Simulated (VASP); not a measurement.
**F: single point with PBEsol**

Crystal: F.

```xyz
4
Lattice="3.2444 -1.7210 -0.2502 3.2444 1.7210 -0.2502 -2.4826 0.0000 6.9098" Properties=species:S:1:pos:R:3 pbc="T T T"
F     0.3172    0.0000    0.6071
F     3.6891    0.0000    5.8023
F     1.7807    0.0000    3.8515
F     2.2256    0.0000    2.5579
```

- Program: VASP 6.6.1
- Task: single point
- Functional: PBEsol
- Potentials or basis: VASP PAW PBE potentials, release 64 (F)
- Cutoff: 520 eV
- k mesh: 4 × 4 × 2
- Occupations: gaussian, width 0.05 eV
- Spin: no spin polarisation

```
Pressure               : 3.1 GPa
Largest force          : 1.815 eV/Å
Band gap on the k mesh : 3.43 eV, indirect (least direct gap 3.53 eV)
```

Forces on the atoms (eV/Å):
```
F    0.846  0.000  1.596
F   -0.846  0.000 -1.596
F   -0.590  0.000  1.717
F    0.590  0.000 -1.717
```

Stress tensor (GPa, compression positive):
```
 1.21  0.00  0.59
 0.00 -0.47  0.00
 0.59  0.00  8.63
```

Levels at points of the mesh, in eV from the valence-band top:
```csv
k point,band 12,band 13,band 14,band 15,band 16,band 17
"(0.00, 0.00, 0.00)",-0.18,-0.15,-0.10,3.43,4.17,8.49
"(0.50, 0.00, 0.00)",-0.35,-0.31,-0.21,3.84,3.91,12.45
"(0.50, 0.50, 0.00)",-0.28,-0.19,0.00,3.79,3.87,12.54
"(0.00, 0.00, 0.50)",-0.24,-0.17,-0.11,3.73,3.79,9.41
"(0.50, 0.00, 0.50)",-0.39,-0.23,-0.08,3.69,4.04,12.38
"(0.50, 0.50, 0.50)",-0.27,-0.17,-0.10,3.82,3.89,12.02
```

Wall time 38 s on 1 thread of Intel Xeon 8259CL (shared host), peak memory 0.19 GiB.

Caveat: the k points lie up to 0.53 Å⁻¹ apart; the PAW data sets were made with another functional, which shifts forces and pressure a little. A k mesh can miss the band edges.
